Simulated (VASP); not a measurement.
# B5W2 in VASP: a series of runs, part 2 of 2

VASP 6.6.1. The steps go on from the part before.

## 3. Single point, LDA

This run uses another cell than the first one, of 7.83 Å³/atom.

Input file INCAR:

```
ALGO = Normal
EDIFF = 1E-6
ENCUT = 500
GGA = CA
GGA_COMPAT = False
ISIF = 2
ISMEAR = -1
LASPH = True
LCHARG = False
LREAL = False
LWAVE = False
NBANDS = 30
NELM = 120
PREC = Accurate
SIGMA = 0.02
```

Input file KPOINTS:

```
k-points
0
Gamma
  12 12 12
```

Input file POSCAR:

```
B5W2
1.0
    1.5055000000      0.8692008303      6.9766666667
   -1.5055000000      0.8692008303      6.9766666667
    0.0000000000     -1.7384016605      6.9766666667
W B
2 5
Direct
    0.9250000000      0.9250000000      0.9250000000
    0.0750000000      0.0750000000      0.0750000000
    0.5000000000      0.5000000000      0.5000000000
    0.6670000000      0.6670000000      0.6670000000
    0.3330000000      0.3330000000      0.3330000000
    0.8140000000      0.8140000000      0.8140000000
    0.1860000000      0.1860000000      0.1860000000
```

Potentials or basis: VASP PAW LDA potentials, release 64 (W_sv, B).

Run with:

```
> cat potpaw_LDA.64/W_sv/POTCAR potpaw_LDA.64/B/POTCAR > POTCAR
> mpirun -np 1 vasp_std > vasp.out
```

OUTCAR:

```text
EDIFF = 1E-6
   ENCUT = 500
   GGA = CA
   ISIF = 2
   ISMEAR = -1
   LASPH = True
   LREAL = False
   NELM = 120
   PREC = Accurate

 ion  position               nearest neighbor table
   1  0.925  0.925  0.925-   7 2.31   7 2.31   7 2.31   6 2.32   5 2.34   5 2.34   5 2.34   4 2.35
                             4 2.35   4 2.35   3 2.59   3 2.59   3 2.59   2 3.14
   2  0.075  0.075  0.075-   6 2.31   6 2.31   6 2.31   7 2.32   4 2.34   4 2.34   4 2.34   5 2.35
                             5 2.35   5 2.35   3 2.59   3 2.59   3 2.59   1 3.14
   3  0.500  0.500  0.500-   7 1.78   6 1.78   7 1.78   7 1.78   6 1.78   6 1.78   1 2.59   2 2.59
                             1 2.59   2 2.59   1 2.59   2 2.59
   4  0.667  0.667  0.667-   5 1.74   5 1.74   5 1.74   2 2.34   2 2.34   2 2.34   1 2.35   1 2.35
[... 1010 lines left out ...]
  in kB      167.3727394    167.3727394    127.3013733      0.0000000      0.0000000      0.0000000
  external PRESSURE =     154.0156173 kB  Pullay stress =       0.0000000 kB

 VOLUME and BASIS-vectors are now :
 -----------------------------------------------------------------------------
  energy-cutoff  :      500.00
  volume of cell :       54.78
      direct lattice vectors                 reciprocal lattice vectors
     1.505500000  0.869200830  6.976666667     0.332115576  0.191747017  0.047778309
    -1.505500000  0.869200830  6.976666667    -0.332115576  0.191747017  0.047778309
     0.000000000 -1.738401660  6.976666667     0.000000000 -0.383494035  0.047778309

 POSITION                                       TOTAL-FORCE (eV/Angst)
 -----------------------------------------------------------------------------------
      0.00000      0.00000     19.36025        -0.000000     -0.000000     -0.381044
      0.00000      0.00000      1.56975        -0.000000      0.000000      0.381044
      0.00000      0.00000     10.46500         0.000000      0.000000      0.000000
      0.00000      0.00000     13.96031        -0.000000      0.000000      0.429670
      0.00000      0.00000      6.96969        -0.000000     -0.000000     -0.429670
      0.00000      0.00000     17.03702        -0.000000      0.000000      0.342937
      0.00000      0.00000      3.89298        -0.000000     -0.000000     -0.342937
 -----------------------------------------------------------------------------------
    total drift:                                0.000000      0.000000      0.000000

  FREE ENERGIE OF THE ION-ELECTRON SYSTEM (eV)
  ---------------------------------------------------
  free  energy   TOTEN  =       -63.9873409816 eV

  energy  without entropy=      -63.9845070982  energy(sigma->0) =      -63.98592404
```

OSZICAR:

```text
N       E                     dE             d eps       ncg     rms          rms(c)
DAV:   1     0.394447903415E+03    0.39445E+03   -0.22987E+04 11428   0.151E+03
DAV:   2    -0.482171485402E+02   -0.44267E+03   -0.42838E+03 11832   0.460E+02
DAV:   3    -0.716382623889E+02   -0.23421E+02   -0.22575E+02 14792   0.974E+01
DAV:   4    -0.720410511246E+02   -0.40279E+00   -0.39789E+00 14066   0.110E+01
DAV:   5    -0.720476109025E+02   -0.65598E-02   -0.65511E-02 13938   0.127E+00    0.476E+01
DAV:   6    -0.648055403387E+02    0.72421E+01   -0.53815E+01 13636   0.363E+01    0.127E+01
DAV:   7    -0.642658058559E+02    0.53973E+00   -0.74129E+00 14026   0.171E+01    0.105E+01
DAV:   8    -0.639887204680E+02    0.27709E+00   -0.13290E+00 14228   0.667E+00    0.403E+00
DAV:   9    -0.639878237269E+02    0.89674E-03   -0.70144E-02 13190   0.158E+00    0.345E-01
DAV:  10    -0.639873547026E+02    0.46902E-03   -0.23390E-03 14472   0.342E-01    0.124E-01
DAV:  11    -0.639873423643E+02    0.12338E-04   -0.21816E-04 13476   0.909E-02    0.216E-02
DAV:  12    -0.639873416154E+02    0.74886E-06   -0.18551E-05 14034   0.302E-02    0.686E-03
DAV:  13    -0.639873409816E+02    0.63379E-06   -0.35824E-06 11180   0.124E-02
   1 F= -.63987341E+02 E0= -.63985924E+02  d E =-.283388E-02
```

stdout:

```text
POSCAR found type information on POSCAR W B
 POSCAR found :  2 types and       7 ions
 scaLAPACK will be used
 LDA part: xc-table for (Slater(with rela. corr.)+CA(PZ))
 , standard interpolation
 POSCAR, INCAR and KPOINTS ok, starting setup
 FFT: planning ... GRIDC
 FFT: planning ... GRID_SOFT
 FFT: planning ... GRID
 WAVECAR not read
 entering main loop
```

Wall time 32 min (1 thread of Oxide Virtual Turin-like, shared host); peak memory 0.45 GiB.

What came out:

```
Free energy            : -63.9873 eV
Pressure               : 15.4 GPa
Largest force          : 0.430 eV/Å
Band gap on the k mesh : zero (an odd number of electrons rules out a gap without spin polarisation)
```

Forces in eV/Å, atoms in the order of the input:
```
W    0.000  0.000 -0.381
W    0.000  0.000  0.381
B    0.000  0.000  0.000
B    0.000  0.000  0.430
B    0.000  0.000 -0.430
B    0.000  0.000  0.343
B    0.000  0.000 -0.343
```

Stress tensor (GPa, compression positive):
```
16.74  0.00  0.00
 0.00 16.74  0.00
 0.00  0.00 12.73
```

Levels at points of the mesh, in eV from the Fermi level:
| k point | band 18 | band 19 | band 20 | band 21 | band 22 | band 23 | band 24 | band 25 |
| --- | --- | --- | --- | --- | --- | --- | --- | --- |
| (0.00, 0.00, 0.00) | -3.72 | -3.72 | -2.41 | -2.41 | -1.91 | -0.86 | -0.86 | 0.58 |
| (0.50, 0.00, 0.00) | -5.18 | -4.67 | -1.22 | 0.32 | 0.71 | 1.00 | 1.94 | 2.29 |
| (0.50, 0.50, 0.00) | -5.86 | -4.78 | -1.66 | 0.44 | 0.57 | 1.96 | 2.03 | 2.19 |
| (0.50, 0.50, 0.50) | -3.53 | -3.53 | -2.53 | -2.34 | -2.34 | -0.27 | -0.27 | -0.07 |

Caveat: the cell stands under pressure; spin-orbit coupling is left out, which moves the levels of the heavy elements; an odd number of electrons without spin polarisation forces a metal; a magnetic or distorted state may lie lower.

## 4. Single point, LDA

This run uses another cell than the first one, of 7.83 Å³/atom.

Input file INCAR:

```
PREC = Accurate ; ENCUT = 500
EDIFF = 1E-6 ; ISMEAR = -1
SIGMA = 0.02 ; LREAL = F
LASPH = T ; NELM = 120
ALGO = Normal ; ISIF = 2
LWAVE = F ; LCHARG = F
NBANDS = 30 ; GGA_COMPAT = F
```

Input file KPOINTS:

```
regular mesh
0
Gamma
  12 12 12
```

POSCAR, as its differences from that of step 3:

```diff
@@ -8,3 +8,3 @@
 Direct
-    0.9250000000      0.9250000000      0.9250000000
+    0.9297778309      0.9297778309      0.9297778309
     0.0750000000      0.0750000000      0.0750000000
```

Potentials or basis: VASP PAW LDA potentials, release 64 (W_sv, B).

Run with:

```
> cat potpaw_LDA.64/W_sv/POTCAR potpaw_LDA.64/B/POTCAR > POTCAR
> mpirun -np 1 vasp_std > vasp.out
```

OUTCAR:

```text
PREC = Accurate
   ENCUT = 500
   EDIFF = 1E-6
   ISMEAR = -1
   LREAL = F
   LASPH = T
   NELM = 120
   ISIF = 2

 ion  position               nearest neighbor table
   1  0.930  0.930  0.930-   5 2.27   5 2.27   5 2.27   4 2.28   4 2.28   4 2.28   7 2.37   7 2.37
                             7 2.37   6 2.42   3 2.66   3 2.66   3 2.66   2 3.04
   2  0.075  0.075  0.075-   6 2.31   6 2.31   6 2.31   7 2.32   4 2.34   4 2.34   4 2.34   5 2.35
                             5 2.35   5 2.35   3 2.59   3 2.59   3 2.59   1 3.04
   3  0.500  0.500  0.500-   7 1.78   6 1.78   7 1.78   7 1.78   6 1.78   6 1.78   2 2.59   2 2.59
                             2 2.59   1 2.66   1 2.66   1 2.66
[... 1011 lines left out ...]
  in kB      180.0309275    180.0309275    141.6798289      0.0000000      0.0000000      0.0000000
  external PRESSURE =     167.2472280 kB  Pullay stress =       0.0000000 kB

 VOLUME and BASIS-vectors are now :
 -----------------------------------------------------------------------------
  energy-cutoff  :      500.00
  volume of cell :       54.78
      direct lattice vectors                 reciprocal lattice vectors
     1.505500000  0.869200830  6.976666667     0.332115576  0.191747017  0.047778309
    -1.505500000  0.869200830  6.976666667    -0.332115576  0.191747017  0.047778309
     0.000000000 -1.738401660  6.976666667     0.000000000 -0.383494035  0.047778309

 POSITION                                       TOTAL-FORCE (eV/Angst)
 -----------------------------------------------------------------------------------
      0.00000      0.00000     19.46025         0.000000     -0.000000     -2.107154
      0.00000      0.00000      1.56975         0.000000      0.000000      0.292766
      0.00000      0.00000     10.46500         0.000000      0.000000      0.002889
      0.00000      0.00000     13.96031         0.000000      0.000000      0.859585
      0.00000      0.00000      6.96969         0.000000      0.000000      0.129628
      0.00000      0.00000     17.03702         0.000000      0.000000      0.780845
      0.00000      0.00000      3.89298         0.000000      0.000000      0.041440
 -----------------------------------------------------------------------------------
    total drift:                                0.000000     -0.000000      0.000241

  FREE ENERGIE OF THE ION-ELECTRON SYSTEM (eV)
  ---------------------------------------------------
  free  energy   TOTEN  =       -63.8645128337 eV

  energy  without entropy=      -63.8625108927  energy(sigma->0) =      -63.86351186
```

OSZICAR:

```text
N       E                     dE             d eps       ncg     rms          rms(c)
DAV:   1     0.394219390893E+03    0.39422E+03   -0.22981E+04 11412   0.151E+03
DAV:   2    -0.482065916044E+02   -0.44243E+03   -0.42824E+03 11852   0.460E+02
DAV:   3    -0.714639831952E+02   -0.23257E+02   -0.22425E+02 14892   0.971E+01
DAV:   4    -0.718544180494E+02   -0.39043E+00   -0.38654E+00 14036   0.109E+01
DAV:   5    -0.718605982338E+02   -0.61802E-02   -0.61754E-02 13896   0.126E+00    0.481E+01
DAV:   6    -0.646822132995E+02    0.71784E+01   -0.52836E+01 13446   0.358E+01    0.130E+01
DAV:   7    -0.641927414216E+02    0.48947E+00   -0.78988E+00 14084   0.171E+01    0.106E+01
DAV:   8    -0.638683399587E+02    0.32440E+00   -0.15744E+00 14240   0.729E+00    0.430E+00
DAV:   9    -0.638708006470E+02   -0.24607E-02   -0.13650E-01 13862   0.251E+00    0.451E-01
DAV:  10    -0.638648062906E+02    0.59944E-02   -0.34377E-02 13816   0.127E+00    0.242E-01
DAV:  11    -0.638645185302E+02    0.28776E-03   -0.18908E-03 13788   0.307E-01    0.116E-01
DAV:  12    -0.638645131485E+02    0.53817E-05   -0.10830E-04 13428   0.730E-02    0.394E-02
DAV:  13    -0.638645129348E+02    0.21369E-06   -0.14661E-05 14282   0.283E-02    0.886E-03
DAV:  14    -0.638645128337E+02    0.10104E-06   -0.17623E-06  9562   0.971E-03
   1 F= -.63864513E+02 E0= -.63863512E+02  d E =-.200194E-02
```

Wall time 37 min (1 thread of Oxide Virtual Turin-like, shared host); peak memory 0.45 GiB.

What came out:

* Free energy: -63.8645 eV
* Pressure: 16.7 GPa
* Largest force: 2.107 eV/Å
* Band gap on the k mesh: zero (an odd number of electrons rules out a gap without spin polarisation)

Forces on the atoms (eV/Å):
```
W    0.000  0.000 -2.107
W    0.000  0.000  0.293
B    0.000  0.000  0.003
B    0.000  0.000  0.860
B    0.000  0.000  0.130
B    0.000  0.000  0.781
B    0.000  0.000  0.041
```

Stress tensor (GPa, compression positive):
```
18.00  0.00  0.00
 0.00 18.00  0.00
 0.00  0.00 14.17
```

Levels at points of the mesh, in eV from the Fermi level:
```csv
k point,band 17,band 18,band 19,band 20,band 21,band 22,band 23,band 24,band 25,band 26
"(0.00, 0.00, 0.00)",-4.58,-3.65,-3.65,-2.57,-2.57,-1.32,-1.01,-1.01,0.80,0.80
"(0.50, 0.00, 0.00)",-6.03,-5.13,-4.72,-1.06,0.47,0.73,0.79,1.91,2.32,2.68
"(0.50, 0.50, 0.00)",-6.54,-5.84,-4.83,-1.51,0.38,0.86,1.80,1.92,2.24,2.46
"(0.50, 0.50, 0.50)",-4.53,-3.58,-3.58,-2.38,-2.38,-1.97,-0.43,-0.43,-0.02,-0.02
```

Caveat: the cell stands under pressure; spin-orbit coupling is left out, which moves the levels of the heavy elements; an odd number of electrons without spin polarisation forces a metal; a magnetic or distorted state may lie lower.

## 5. Overview

```tsv
cell	gap on the mesh (eV)	pressure (GPa)	largest force (eV/Å)
a = 7.117 Å, angles 24.2°, 7 atoms, atomic positions A	none	28.4	0.45
a = 7.190 Å, angles 24.2°, 7 atoms, atomic positions A	none	15.4	0.43
a = 7.190 Å, angles 24.2°, 7 atoms, atomic positions B	none	16.7	2.11
```

Alike in all rows: task single point; level LDA; potentials or basis VASP PAW LDA potentials, release 64 (W_sv, B); no spin polarisation; k mesh 12 × 12 × 12; cutoff (eV) 500; smearing fermi-dirac 0.02 eV.

Caveats: the cell stands under pressure; spin-orbit coupling is left out, which moves the levels of the heavy elements; an odd number of electrons without spin polarisation forces a metal; a magnetic or distorted state may lie lower.

Absolute energies hang on the potentials; compare differences alone.
